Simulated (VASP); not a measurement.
A run of VASP 6.6.1:

The input INCAR:

```
  PREC = Accurate
  ENCUT = 520
  EDIFF = 1E-7
  ISMEAR = 0
  SIGMA = 0.03
  LREAL = False
  LASPH = True
  NELM = 100
  ALGO = Normal
  ISIF = 2
  LWAVE = False
  LCHARG = False
  GGA = PE
  IVDW = 12
  NBANDS = 11
```

Contents of KPOINTS:

```
regular mesh
0
Gamma
  6 6 8
```

POSCAR

```
Sr
1.0
   10.3397556698      0.0000000000      0.0000000000
   -5.1698778349      8.9544910790      0.0000000000
    0.0000000000      0.0000000000      4.9925107140
Sr
1
Direct
    0.0000000000      0.0000000000      0.0000000000
```

Potentials or basis: VASP PAW PBE potentials, release 64 (Sr_sv).

Command:

```console
$ cat potpaw_PBE.64/Sr_sv/POTCAR > POTCAR
$ mpirun -np 1 vasp_std > vasp.out
```

Hardware: 1 thread of Intel(R) Xeon(R) 6975P-C (Granite Rapids) (shared host).

Q: Estimate the wall time of this run.

A: Wall time 96 s on 1 thread of Intel(R) Xeon(R) 6975P-C (Granite Rapids), on a shared host, peak memory 0.63 GiB. Counts: scf iterations 16, k points 35.
